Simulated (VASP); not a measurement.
## SiC (Moissanite 3C): single point with r2SCAN

The system is SiC (Moissanite 3C).

```
CELL_PARAMETERS angstrom
0.00000 2.13452 2.13452
2.13452 0.00000 2.13452
2.13452 2.13452 0.00000
ATOMIC_POSITIONS crystal
Si 0.00000 0.00000 0.00000
C 0.25000 0.25000 0.25000
```

| Property | Result |
| --- | --- |
| Program | VASP 6.6.1 |
| Task | single point |
| Functional | r2SCAN |
| Potentials or basis | VASP PAW PBE potentials, release 64 (Si, C) |
| Cutoff | 520 eV |
| k mesh | 8 × 8 × 8 |
| Occupations | gaussian, width 0.01 eV |
| Spin | no spin polarisation |
| Dipole correction | no |
| Further INCAR settings | ALGO = Normal; EDIFF = 1e-07; NBANDS = 11 |

* Pressure: 15.3 GPa
* Band gap on the k mesh: 1.68 eV, indirect (least direct gap 5.14 eV)

Levels at points of the mesh, in eV from the valence-band top:
```tsv
k point	band 1	band 2	band 3	band 4	band 5	band 6	band 7	band 8	band 9
(0.00, 0.00, 0.00)	-16.68	0.00	0.00	0.00	7.62	8.33	8.33	8.33	15.60
(0.50, 0.00, 0.00)	-12.82	-9.17	-1.12	-1.12	6.60	8.03	8.03	11.33	18.26
(0.50, 0.50, 0.00)	-11.29	-8.25	-3.45	-3.45	1.68	5.07	15.91	15.91	16.91
```

It took 12 s on 1 thread of Intel(R) Xeon(R) 6975P-C (Granite Rapids) (shared host), peak memory 0.13 GiB.

Caveat: the PAW data sets were made with another functional, which shifts forces and pressure a little. r2SCAN opens gaps a little over a GGA but as a rule still falls short of measured ones.
